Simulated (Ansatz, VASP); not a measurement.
# Cd: VASP beside Ansatz

File INCAR:

```
SYSTEM = Cd
ALGO = Normal
EDIFF = 1E-6
ENCUT = 520
GGA = PS
ISIF = 2
ISMEAR = -1
LASPH = .True.
LCHARG = .False.
LREAL = .False.
LWAVE = .False.
NBANDS = 12
NELM = 80
PREC = Accurate
SIGMA = 0.1
```

KPOINTS

```
k-points
0
Gamma
  14 14 14
  0 0 0
```

Contents of POSCAR:

```
Cd
1.0
   -1.7930129228      1.7930129228      1.7930129228
    1.7930129228     -1.7930129228      1.7930129228
    1.7930129228      1.7930129228     -1.7930129228
Cd
1
Direct
    0.0000000000      0.0000000000      0.0000000000
```

Input for Ansatz:

```yaml
crystal:
  lattice:
    - [-1.7930129228, 1.7930129228, 1.7930129228]
    - [1.7930129228, -1.7930129228, 1.7930129228]
    - [1.7930129228, 1.7930129228, -1.7930129228]
  atoms:
    - { symbol: Cd, position: [0.0, 0.0, 0.0] }
hamiltonian:
  xc: pbesol
  pseudopotentials:
    kind: paw
    azcp:
      Cd: "pseudopotentials/Cd.paw.azcp"
basis:
  ecutwfc: 420
  fft_grid_basis: typed
kpoints:
  mp_grid: { grid: [14, 14, 14], shift: [0, 0, 0] }
magnetization:
  spin_polarized: false
scf:
  occupations: { method: fermi_dirac, width: 0.1 }
  lower_state_search: "off"
output:
  stress: true
```

Alike in both runs: task single point; functional PBEsol; k mesh 14 × 14 × 14; occupations fermi-dirac, width 0.1 eV; no spin polarisation.

|  | VASP | Ansatz |
| --- | --- | --- |
| version | VASP 6.6.1 | Ansatz 0.2.0 |
| potentials or method | VASP PAW PBE potentials, release 64 (Cd), cutoff 520 eV | plane waves (420 eV) with PAW, scalar-relativistic |
| valence electrons in the cell | 12 | 20 |

VASP gave:

```
pressure (GPa) : -3.0
```

**Question.** Which values does Ansatz return?

**Answer.** Pressure (GPa): -3.2.

VASP's potentials were made for PBE, not for PBEsol, and Ansatz warns of the same on its side. VASP's potentials hold 12 valence electrons a cell and Ansatz's 20, so a difference there can come from the potentials and not from the codes.
